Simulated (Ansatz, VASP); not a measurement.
## B3As2 in VASP and in Ansatz

```
B As
1.0
     3.18603    0.00000    0.00000
    -1.59302    2.75919    0.00000
     0.00000    0.00000    6.76664
B As
3 2
Direct
  0.00000 0.00000 0.00000
  0.33333 0.66667 0.48812
  0.66667 0.33333 0.51188
  0.33333 0.66667 0.18341
  0.66667 0.33333 0.81659
```

Alike in both runs: functional PBE; k mesh 12 × 12 × 6; occupations gaussian, width 0.1 eV; no spin polarisation.

Ansatz relaxed the structure, and its values are those at the end. VASP's run is a single point on that final structure, the one shown.

```csv
,VASP,Ansatz
version,VASP 6.6.1,Ansatz 0.2.0
potentials or method,"VASP PAW PBE potentials, release 64 (B, As), cutoff 520 eV","scalar-relativistic, plane waves, PAW"
valence electrons in the cell,19,39
```

```tsv
	VASP	Ansatz	Ansatz less VASP
gap on the k mesh at the Fermi level (eV)	none	none	-
pressure (GPa)	0.4	0.0	-0.36
rms of the force components (eV/Å)	0.013	0.000	-0.0125
```

A gap of «none» marks a metal or a gap that the smearing closes. VASP's potentials hold 19 valence electrons a cell and Ansatz's 39, so a difference there can come from the potentials and not from the codes.
